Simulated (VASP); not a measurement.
Write the native input for VASP 6.6.1 that does the following.

```yaml
Task: single point
Functional: PBE
Potentials_or_basis: VASP PAW PBE potentials, release 64 (Na_pv, F)
Cutoff: 520 eV
k_mesh: 8 × 8 × 8
Occupations: gaussian, width 0.05 eV
Spin: no spin polarisation
Dipole_correction: no
Further_INCAR_settings: ALGO = Normal; EDIFF = 1e-06; NBANDS = 14
```

The structure of NaF lies in POSCAR:

```
NaF
1.0
    0.0000000000      2.2652175000      2.4394650000
    2.2652175000      0.0000000000      2.4394650000
    2.2652175000      2.2652175000      0.0000000000
Na F
1 1
Direct
    0.0000000000      0.0000000000      0.0000000000
    0.5000000000      0.5000000000      0.5000000000
```

This cell differs from its parent crystal: strain -0.025 along x and y, +0.050 along z.

One way to write it, as run:

INCAR

```
  PREC = Accurate
  ENCUT = 520
  EDIFF = 1E-6
  ISMEAR = 0
  SIGMA = 0.05
  LREAL = False
  LASPH = True
  NELM = 100
  ALGO = Normal
  ISIF = 2
  LWAVE = False
  LCHARG = True
  GGA = PE
  LELF = True
  LVHAR = True
  NBANDS = 14
```

KPOINTS

```
Automatic mesh
0
Gamma
  8 8 8
```

Potentials or basis: VASP PAW PBE potentials, release 64 (Na_pv, F).

Launch:

```sh
$ cat potpaw_PBE.64/Na_pv/POTCAR potpaw_PBE.64/F/POTCAR > POTCAR
$ mpirun -np 1 vasp_std > vasp.out
```

It gave:

```
Pressure               : 2.3 GPa
Band gap on the k mesh : 6.26 eV, direct
```

Caveat: the cell differs from its parent crystal (strain -0.025 along x and y, +0.050 along z).

It took 15 s on 1 thread of Intel(R) Xeon(R) Platinum 8259CL CPU @ 2.50GHz (Skylake/Cascade Lake), with other jobs on the host, peak memory 0.15 GiB.
